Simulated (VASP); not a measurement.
Write the native input for VASP 6.6.1 that does the following.

* Task: single point
* Functional: LDA
* Potentials or basis: VASP PAW LDA potentials, release 64 (Mo_sv, S)
* Cutoff: 520 eV
* k mesh: 12 × 12 × 12
* Occupations: fermi-dirac, width 0.05 eV
* Spin: no spin polarisation
* Dipole correction: no
* Further INCAR settings: ALGO = Normal; EDIFF = 1e-06; NBANDS = 20

The structure of MoS2 lies in POSCAR:

```
MoS2
1.0
    1.5631175269      0.9024663249      5.9915311585
   -1.5631175269      0.9024663249      5.9915311585
    0.0000000000     -1.8049326499      5.9915311585
Mo S
1 2
Direct
    0.0000850134      0.0000850134      0.0000850134
    0.2471140518      0.2471140518      0.2471140518
    0.4198009348      0.4198009348      0.4198009348
```

One way to write it, as run:

INCAR

```
PREC = Accurate
ENCUT = 520
EDIFF = 1E-6
ISMEAR = -1
SIGMA = 0.05
LREAL = False
LASPH = True
NELM = 100
ALGO = Normal
ISIF = 2
LWAVE = False
LCHARG = True
LELF = True
LVHAR = True
NBANDS = 20
```

KPOINTS

```
regular mesh
0
Gamma
  12 12 12
```

Potentials or basis: VASP PAW LDA potentials, release 64 (Mo_sv, S).

Launch:

```console
$ cat potpaw_LDA.64/Mo_sv/POTCAR potpaw_LDA.64/S/POTCAR > POTCAR
$ mpirun -np 1 vasp_std > vasp.out
```

It gave:

| Property | Result |
| --- | --- |
| Pressure | 0.1 GPa |
| Largest force | 0.016 eV/Å |
| Band gap on the k mesh | 0.75 eV (least direct gap 1.84 eV) |

Wall time 4 min on 1 thread of Intel(R) Xeon(R) 6975P-C (Granite Rapids), on a shared host, peak memory 0.37 GiB.
